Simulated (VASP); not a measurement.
# KAuS2 (P4/mmm) in VASP: notebook

KAuS2 is run at these levels: PBE; tasks: single point, relaxation of cell and atoms.

All numbers are computed with VASP 6.6.1; they aren't measurements. Logs are shortened: lines on timing, memory, paths and dates and some standing lists are left out, and cuts for length are marked.

## 1. The cell of the first run

Symmetry: P4/mmm, No. 123, tetragonal system. Conventional cell: a = 4.752 Å, b = 4.752 Å, c = 4.667 Å, α = 90.00°, β = 90.00°, γ = 90.00°. Within 4.4 Å of K (site symmetry 4/mmm) lie 8 S at 3.33 Å and 8 Au at 4.09 Å. Within 3.1 Å of S (site symmetry mmm) lie 2 Au at 2.38 Å. Within 3.1 Å of Au (site symmetry 4/mmm) lie 4 S at 2.38 Å.

## 2. Single point, PBE

INCAR

```
SYSTEM = KAuS2
PREC = Accurate ; ENCUT = 520
EDIFF = 1E-7 ; ISMEAR = 0
SIGMA = 0.1 ; LREAL = .False.
LASPH = .True. ; NELM = 100
ALGO = Normal ; ISIF = 2
LWAVE = .False. ; LCHARG = .False.
GGA = PE ; NBANDS = 24
```

KPOINTS

```
Automatic mesh
0
Gamma
  4 4 4
  0 0 0
```

POSCAR

```
KAuS2
1.0
    4.7520000000      0.0000000000      0.0000000000
    0.0000000000      4.7520000000      0.0000000000
    0.0000000000      0.0000000000      4.6670114600
K S Au
1 2 1
Direct
    0.5000000000      0.5000000000      0.5000000000
    0.5000000000      0.0000000000      0.0000000000
    0.0000000000      0.5000000000      0.0000000000
    0.0000000000      0.0000000000      0.0000000000
```

Potentials or basis: VASP PAW PBE potentials, release 64 (K_sv, S, Au).

Launch:

```bash
> cat potpaw_PBE.64/K_sv/POTCAR potpaw_PBE.64/S/POTCAR potpaw_PBE.64/Au/POTCAR > POTCAR
> mpirun -np 1 vasp_std > vasp.out
```

OUTCAR:

```text
SYSTEM = KAuS2
   PREC = Accurate
   ENCUT = 520
   EDIFF = 1E-7
   ISMEAR = 0
   LREAL = .False.
   LASPH = .True.
   NELM = 100
   ISIF = 2
   GGA = PE

 ion  position               nearest neighbor table
   1  0.500  0.500  0.500-
   2  0.500  0.000  0.000-   4 2.38   4 2.38
   3  0.000  0.500  0.000-   4 2.38   4 2.38
   4  0.000  0.000  0.000-   2 2.38   3 2.38   3 2.38   2 2.38

  LATTYP: Found a simple tetragonal cell.
 ALAT       =     4.7520000000
 C/A-ratio  =     0.9821152062

  Lattice vectors:

 A1 = (   4.7520000000,   0.0000000000,   0.0000000000)
 A2 = (   0.0000000000,   4.7520000000,   0.0000000000)
 A3 = (   0.0000000000,   0.0000000000,   4.6670114600)

Analysis of symmetry for initial positions (statically):
=====================================================================
 Subroutine PRICEL returns:
 Original cell was already a primitive cell.

 Routine SETGRP: Setting up the symmetry group for a
 simple tetragonal supercell.

 Subroutine GETGRP returns: Found 16 space group operations
 (whereof 16 operations were pure point group operations)
 out of a pool of 16 trial point group operations.

The static configuration has the point symmetry D_4h.

Analysis of symmetry for dynamics (positions and initial velocities):
=====================================================================
 Subroutine PRICEL returns:
 Original cell was already a primitive cell.

 Routine SETGRP: Setting up the symmetry group for a
 simple tetragonal supercell.

 Subroutine GETGRP returns: Found 16 space group operations
 (whereof 16 operations were pure point group operations)
 out of a pool of 16 trial point group operations.

The dynamic configuration has the point symmetry D_4h.

 Subroutine INISYM returns: Found 16 space group operations
 (whereof 16 operations are pure point group operations),
 and found     1 'primitive' translations

----------------------------------------------------------------------------------------

                                     Primitive cell

  volume of cell :     105.3881

  direct lattice vectors                    reciprocal lattice vectors
     4.752000000  0.000000000  0.000000000     0.210437710  0.000000000  0.000000000
     0.000000000  4.752000000  0.000000000     0.000000000  0.210437710  0.000000000
     0.000000000  0.000000000  4.667011460     0.000000000  0.000000000  0.214269883

  length of vectors
     4.752000000  4.752000000  4.667011460     0.210437710  0.210437710  0.214269883

  position of ions in fractional coordinates (direct lattice)
     0.500000000  0.500000000  0.500000000
     0.500000000  0.000000000  0.000000000
     0.000000000  0.500000000  0.000000000
     0.000000000  0.000000000  0.000000000

  ion indices of the primitive-cell ions
   primitive index   ion index
                 1           1
                 2           2
                 3           3
                 4           4

----------------------------------------------------------------------------------------

 KPOINTS: Automatic mesh

Automatic generation of k-mesh.
 Grid dimensions read from file:
 generate k-points for:    4    4    4

 Generating k-lattice:

  Cartesian coordinates                     Fractional coordinates (reciprocal lattice)
     0.052609428  0.000000000  0.000000000     0.250000000  0.000000000  0.000000000
     0.000000000  0.052609428  0.000000000     0.000000000  0.250000000  0.000000000
     0.000000000  0.000000000  0.053567471     0.000000000  0.000000000  0.250000000

  Length of vectors
     0.052609428  0.052609428  0.053567471

  Shift w.r.t. Gamma in fractional coordinates (k-lattice)
     0.000000000  0.000000000  0.000000000

 Subroutine IBZKPT returns following result:
 ===========================================

 Found     18 irreducible k-points:

 Following reciprocal coordinates:
            Coordinates               Weight
  0.000000  0.000000  0.000000      1.000000
  0.250000  0.000000  0.000000      4.000000
  0.500000  0.000000  0.000000      2.000000
  0.250000  0.250000  0.000000      4.000000
  0.500000  0.250000  0.000000      4.000000
  0.500000  0.500000  0.000000      1.000000
[... 10 lines left out ...]
  0.500000  0.250000  0.500000      4.000000
  0.500000  0.500000  0.500000      1.000000
   k-points           NKPTS =     18   k-points in BZ     NKDIM =     18   number of bands    NBANDS=     24
   number of dos      NEDOS =    301   number of ions     NIONS =      4
   total plane-waves  NPLWV =  46656
   dimension x,y,z NGX =    36 NGY =   36 NGZ =   36
   dimension x,y,z NGXF=    72 NGYF=   72 NGZF=   72
   ions per type =               1   2   1
   NGX,Y,Z   is equivalent  to a cutoff of  12.59, 12.59, 12.82 a.u.
   NGXF,Y,Z  is equivalent  to a cutoff of  25.19, 25.19, 25.65 a.u.
 SYSTEM =  KAuS2
   PREC   = accura    normal or accurate (medium, high low for compatibility)
   ISTART =      0    job   : 0-new  1-cont  2-samecut
   ICHARG =      2    charge: 1-file 2-atom 10-const
   ISPIN  =      1    spin polarized calculation?
   LNONCOLLINEAR =      F non collinear calculations
   LSORBIT =      F    spin-orbit coupling
   LASPH  =      T    aspherical Exc in radial PAW
   ENCUT  =  520.0 eV  38.22 Ry    6.18 a.u.   8.84  8.84  8.68*2*pi/ulx,y,z
   NELM   =    100;   NELMIN=  2; NELMDL= -5     # of ELM steps
   EDIFF  = 0.1E-06   stopping-criterion for ELM
   LREAL  =      F    real-space projection
   EDIFFG = 0.1E-05   stopping-criterion for IOM
   NSW    =      0    number of steps for IOM
   IBRION =     -1    ionic relax: 0-MD 1-quasi-New 2-CG
   NFREE  =      0    steps in history (QN), initial steepest desc. (CG)
   ISIF   =      2    stress and relaxation
   ISYM   =      2    0-nonsym 1-usesym 2-fastsym
   POTIM  = 0.5000    time-step for ionic-motion
   TEBEG  =    0.0;   TEEND  =   0.0 temperature during run
   PSTRESS=    0.0 pullay stress
   NELECT =      32.0000    total number of electrons
   NUPDOWN=      -1.0000    fix difference up-down
   EMIN   =  10.00;   EMAX   =-10.00  energy-range for DOS
   EFERMI =   0.00;   METHOD = LEGACY
   ISMEAR =     0;   SIGMA  =   0.10  broadening in eV -4-tet -1-fermi 0-gaus
   EFERMI_NEDOS =   21; number of points for ismear=-14 and -15
   IALGO  =     38    algorithm
   IMIX   =      4    mixing-type and parameters
     AMIX     =   0.40;   BMIX     =  1.00
     AMIX_MAG =   1.60;   BMIX_MAG =  1.00
  volume/ion in A,a.u.               =      26.35       177.80
  Fermi-wavevector in a.u.,A,eV,Ry     =   1.100342  2.079344 16.473280  1.210752
  Thomas-Fermi vector in A             =   2.236751
   LORBIT       =      0    0 simple, 1 ext, 2 COOP (PROOUT), +10 PAW based schemes
   GGA     = PE    functional components
   LHFCALC =     F    Hartree Fock is set to
   AEXX    =    0.0000 exact exchange contribution
   IVDW    =     0    specifies the selected vdW correction
   LEPSILON=     F    determine dielectric tensor
   LRPA    =     F    only Hartree local field effects (RPA)
 non-spin polarized calculation
 Gauss-broadening in eV      SIGMA  =   0.10
  energy-cutoff  :      520.00
  volume of cell :      105.39
 maximum number of plane-waves:      2865
 NGX is ok and might be reduce to    36
   NGX = 17   NGY = 17   NGZ = 17

 number of electron      32.0000004 magnetization

 Free energy of the ion-electron system (eV)
  ---------------------------------------------------
  ext. energy  EPLUGINS =         0.00000000
  ---------------------------------------------------
  free energy    TOTEN  =       -13.64583739 eV

  energy without entropy =      -13.63465834  energy(sigma->0) =      -13.64024786

 E-fermi :   1.8908     XC(G=0):  -8.6667

 val. band max:        1.8539873040   @ k =   0.5000   0.0000   0.0000
 cond. band min:       1.8988690098   @ k =   0.5000   0.5000   0.0000
 fundamental gap:      0.0448817058
 Fermi energy:         1.8908328346

 k-point     1 :       0.0000    0.0000    0.0000
  band No.  band energies     occupation
      1     -26.8857      2.00000
      2     -10.9338      2.00000
      3     -10.4072      2.00000
      4     -10.4072      2.00000
      5     -10.3678      2.00000
      6      -9.7975      2.00000
[... 16 lines left out ...]
     23       9.3437      0.00000
     24      10.0389      0.00000

 k-point     2 :       0.2500    0.0000    0.0000
  band No.  band energies     occupation
      1     -26.8849      2.00000
      2     -10.8401      2.00000
      3     -10.4055      2.00000
      4     -10.3635      2.00000
      5     -10.3086      2.00000
      6      -9.7149      2.00000
[... 16 lines left out ...]
     23       9.3739      0.00000
     24       9.7564      0.00000

 k-point     3 :       0.5000    0.0000    0.0000
  band No.  band energies     occupation
      1     -26.8842      2.00000
      2     -10.8415      2.00000
      3     -10.4038      2.00000
      4     -10.3592      2.00000
      5      -9.9561      2.00000
      6      -9.7397      2.00000
[... 16 lines left out ...]
     23       9.5536      0.00000
     24       9.6503      0.00000

 k-point     4 :       0.2500    0.2500    0.0000
  band No.  band energies     occupation
      1     -26.8842      2.00000
      2     -10.7185      2.00000
      3     -10.5371      2.00000
      4     -10.3589      2.00000
      5     -10.0959      2.00000
      6      -9.6096      2.00000
[... 16 lines left out ...]
     23       9.4120      0.00000
     24       9.9450      0.00000

 k-point     5 :       0.5000    0.2500    0.0000
  band No.  band energies     occupation
      1     -26.8835      2.00000
      2     -10.7198      2.00000
      3     -10.5321      2.00000
      4     -10.3542      2.00000
      5      -9.7597      2.00000
      6      -9.5766      2.00000
[... 289 lines left out ...]
 k-point    16 :       0.2500    0.2500    0.5000
  band No.  band energies     occupation
      1     -26.8822      2.00000
      2     -10.8113      2.00000
      3     -10.4178      2.00000
      4     -10.4177      2.00000
      5      -9.9410      2.00000
      6      -9.7204      2.00000
[... 16 lines left out ...]
     23      10.6428      0.00000
     24      10.8052      0.00000

 k-point    17 :       0.5000    0.2500    0.5000
  band No.  band energies     occupation
      1     -26.8816      2.00000
      2     -10.5355      2.00000
      3     -10.4415      2.00000
      4     -10.4160      2.00000
      5     -10.0591      2.00000
      6      -9.5357      2.00000
[... 16 lines left out ...]
     23      10.3129      0.00000
     24      10.3320      0.00000

 k-point    18 :       0.5000    0.5000    0.5000
  band No.  band energies     occupation
      1     -26.8809      2.00000
      2     -10.4398      2.00000
      3     -10.4398      2.00000
      4     -10.4243      2.00000
      5      -9.6569      2.00000
      6      -9.6569      2.00000
[... 16 lines left out ...]
     23      10.7368      0.00000
     24      10.9161      0.00000

------------------------ aborting loop because EDIFF is reached ----------------------------------------

  FORCE on cell =-STRESS in cart. coord.  units (eV):
  Direction    XX          YY          ZZ          XY          YZ          ZX
  --------------------------------------------------------------------------------------
  -------------------------------------------------------------------------------------
  Total        2.1636246      2.1636246      0.1554152      0.0000000      0.0000000      0.0000000
  in kB       32.8927942     32.8927942      2.3627212      0.0000000      0.0000000      0.0000000
  external PRESSURE =      22.7161032 kB  Pullay stress =       0.0000000 kB

 VOLUME and BASIS-vectors are now :
 -----------------------------------------------------------------------------
  energy-cutoff  :      520.00
  volume of cell :      105.39
      direct lattice vectors                 reciprocal lattice vectors
     4.752000000  0.000000000  0.000000000     0.210437710  0.000000000  0.000000000
     0.000000000  4.752000000  0.000000000     0.000000000  0.210437710  0.000000000
     0.000000000  0.000000000  4.667011460     0.000000000  0.000000000  0.214269883

 POSITION                                       TOTAL-FORCE (eV/Angst)
 -----------------------------------------------------------------------------------
      2.37600      2.37600      2.33351         0.000000      0.000000      0.000000
      2.37600      0.00000      0.00000         0.000000      0.000000      0.000000
      0.00000      2.37600      0.00000         0.000000      0.000000      0.000000
      0.00000      0.00000      0.00000         0.000000      0.000000      0.000000
 -----------------------------------------------------------------------------------
    total drift:                                0.000000      0.000000     -0.000000

  FREE ENERGIE OF THE ION-ELECTRON SYSTEM (eV)
  ---------------------------------------------------
  free  energy   TOTEN  =       -13.6458373902 eV

  energy  without entropy=      -13.6346583384  energy(sigma->0) =      -13.64024786
```

It took 34 s on 1 thread of Intel Xeon Platinum 8259CL at 2.50GHz (Skylake/Cascade Lake), shared host; peak memory 0.23 GiB.

What came out:

- Free energy: -13.6458 eV
- Pressure: 2.3 GPa
- Band gap on the k mesh: zero (band 16 reaches 2.67 eV, above the bottom of band 17 at 1.58 eV)

Stress tensor (GPa, compression positive):
```
3.29 0.00 0.00
0.00 3.29 0.00
0.00 0.00 0.24
```

Caveat: spin-orbit coupling is left out, which moves the levels of the heavy elements.

## 3. Relaxation of cell and atoms, PBE

INCAR

```
SYSTEM = KAuS2
  ALGO = Normal
  EDIFF = 1E-7
  EDIFFG = -0.01
  ENCUT = 600
  GGA = PE
  IBRION = 2
  ISIF = 3
  ISMEAR = 0
  LASPH = .True.
  LCHARG = .False.
  LREAL = .False.
  LWAVE = .False.
  NELM = 100
  NSW = 100
  PREC = Accurate
  SIGMA = 0.1
```

KPOINTS

```
k-points
0
Gamma
  10 10 10
  0 0 0
```

POSCAR is that of step 2.

Potentials or basis: VASP PAW PBE potentials, release 64 (K_sv, S, Au).

Launch:

```bash
> cat potpaw_PBE.64/K_sv/POTCAR potpaw_PBE.64/S/POTCAR potpaw_PBE.64/Au/POTCAR > POTCAR
> mpirun -np 1 vasp_std > vasp.out
```

It took 13 min on 1 thread of AMD EPYC 7R13 (Zen 3), shared host; peak memory 0.48 GiB.

It converged, with:

| Property | Result |
| --- | --- |
| Free energy | -13.5263 eV |
| Relaxed volume | 27.45 Å³/atom |
| Relaxed cell | a = 4.842 Å, b = 4.842 Å, c = 4.682 Å, α = 90.00°, β = 90.00°, γ = 90.00° |
| Space group after relaxing (to 0.05 Å) | P4/mmm (No. 123) |
| Energy gained by relaxing | 10.9 meV/atom |
| Ionic steps | 5 |
| Pressure after relaxing | 0.0 GPa |
| Band gap on the k mesh | zero (band 16 reaches 2.22 eV, above the bottom of band 17 at 1.22 eV) |

The path:
```tsv
step	energy change (eV)	largest force (eV/Å)	pressure (GPa)	volume (Å³)
1	0.0000	0.0000	2.54	105.39
2	-0.0348	0.0000	-0.97	111.86
3	-0.0435	0.0000	0.02	109.76
4	-0.0435	0.0000	-0.02	109.84
5	-0.0435	0.0000	0.03	109.79
```

Final structure:
```
K S Au
1.0
     4.84218    0.00000    0.00000
     0.00000    4.84218    0.00000
     0.00000    0.00000    4.68248
K S Au
1 2 1
Direct
  0.50000 0.50000 0.50000
  0.50000 0.00000 0.00000
  0.00000 0.50000 0.00000
  0.00000 0.00000 0.00000
```

Levels at points of the mesh, in eV from the Fermi level:
```csv
k point,band 13,band 14,band 15,band 16,band 17,band 18,band 19,band 20
"(0.00, 0.00, 0.00)",-2.78,-1.61,-0.42,-0.27,-0.27,0.93,4.59,5.65
"(0.50, 0.00, 0.00)",-1.52,-1.24,-1.22,-0.11,0.11,5.19,5.73,6.81
"(0.50, 0.50, 0.00)",-1.08,0.00,0.00,0.59,3.94,5.21,6.23,6.23
"(0.00, 0.00, 0.50)",-2.76,-2.56,-0.94,-0.34,-0.34,1.42,5.31,6.90
"(0.50, 0.00, 0.50)",-1.64,-1.27,-1.01,-0.43,-0.22,4.33,6.83,7.08
"(0.50, 0.50, 0.50)",-0.83,-0.21,-0.21,0.66,2.54,3.96,5.89,7.04
```

Caveat: spin-orbit coupling is left out, which moves the levels of the heavy elements.
